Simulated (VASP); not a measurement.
Here is a VASP 6.6.1 calculation.

INCAR

```
ALGO = Normal
EDIFF = 1E-7
ENCUT = 520
GGA = CA
ISIF = 2
ISMEAR = -1
LASPH = T
LCHARG = T
LELF = T
LREAL = F
LVHAR = T
LWAVE = F
NBANDS = 19
NELM = 80
PREC = Accurate
SIGMA = 0.03
```

File KPOINTS:

```
k-points
0
Gamma
  12 12 7
```

File POSCAR:

```
Cr
1.0
    2.8679429795      0.0000000000      0.0000000000
   -1.4339714897      2.4837114769      0.0000000000
    0.0000000000      0.0000000000      4.6601431612
Cr
2
Direct
    0.3333333333      0.6666666667      0.2500000000
    0.6666666667      0.3333333333      0.7500000000
```

Potentials or basis: VASP PAW LDA potentials, release 64 (Cr_pv).

Command:

```bash
$ cat potpaw_LDA.64/Cr_pv/POTCAR > POTCAR
$ mpirun -np 1 vasp_std > vasp.out
```

(1) What does it give for the pressure?

(2) Estimate the band gap on the k mesh.

Results:

(1) -46.4 GPa.

(2) zero (bands 12 and 13 overlap by 0.72 eV).

Caveat: the cell stands under tension; the run has no spin polarisation, though such a crystal can be magnetic.
